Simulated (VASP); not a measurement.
Write the native input for VASP 6.6.1 that does the following.

```yaml
Task: relaxation of cell and atoms
Functional: PBE
Potentials_or_basis: VASP PAW PBE potentials, release 64 (Cu, W_sv)
Cutoff: 600 eV
k_mesh: 24 × 24 × 12
Occupations: gaussian, width 0.1 eV
Spin: no spin polarisation
Dipole_correction: no
Further_INCAR_settings: ALGO = Fast; EDIFF = 1e-07; IBRION = 2; EDIFFG = -0.01; NSW = 100; ISIF = 3
```

The structure of CuW lies in POSCAR:

```
CuW
1.0
    2.7053384968      0.0000000000      0.0000000000
   -1.3526692484      2.3428918640      0.0000000000
    0.0000000000      0.0000000000      4.5475417068
Cu W
1 1
Direct
    0.6666666667      0.3333333333      0.0000000000
    0.0000000000      0.0000000000      0.5000000000
```

The cell was built from a structure type or drawn by symmetry, and may not be a known phase.

One way to write it, as run:

INCAR

```
SYSTEM = CuW
PREC     = Accurate       ! precision mode
ENCUT    = 600            ! plane-wave cutoff, eV
EDIFF    = 1E-7           ! SCF threshold, eV
ISMEAR   = 0              ! smearing method
SIGMA    = 0.1            ! smearing width, eV
LREAL    = .FALSE.        ! projectors in reciprocal space
LASPH    = .TRUE.         ! aspherical terms in the spheres
NELM     = 80             ! most SCF steps
ALGO     = Fast           ! electronic algorithm
ISIF     = 3              ! what is computed and relaxed
LWAVE    = .FALSE.        ! write WAVECAR
LCHARG   = .FALSE.        ! write CHGCAR
GGA      = PE             ! functional
IBRION   = 2              ! ionic algorithm
NSW      = 100            ! ionic steps
EDIFFG   = -0.01          ! ionic threshold
```

KPOINTS

```
Automatic mesh
0
G
  24 24 12
  0 0 0
```

Potentials or basis: VASP PAW PBE potentials, release 64 (Cu, W_sv).

Launch:

```sh
$ cat potpaw_PBE.64/Cu/POTCAR potpaw_PBE.64/W_sv/POTCAR > POTCAR
$ mpirun -np 1 vasp_std > vasp.out
```

Results of the run:

```
Relaxed volume                        : 14.49 Å³/atom
Relaxed cell                          : a = 2.711 Å, b = 2.711 Å, c = 4.554 Å, α = 90.00°, β = 90.00°, γ = 120.00°
Space group after relaxing (to 0.1 Å) : P-6m2 (No. 187)
Energy gained by relaxing             : 0.3 meV/atom
Ionic steps                           : 3
Pressure after relaxing               : 0.0 GPa
Band gap on the k mesh                : zero (an odd number of electrons rules out a gap without spin polarisation)
```

Caveat: spin-orbit coupling is left out, which moves the levels of the heavy elements.

Run time: 4.7 min on 1 thread of Intel(R) Xeon(R) 6975P-C (Granite Rapids) (shared host), peak memory 0.39 GiB.
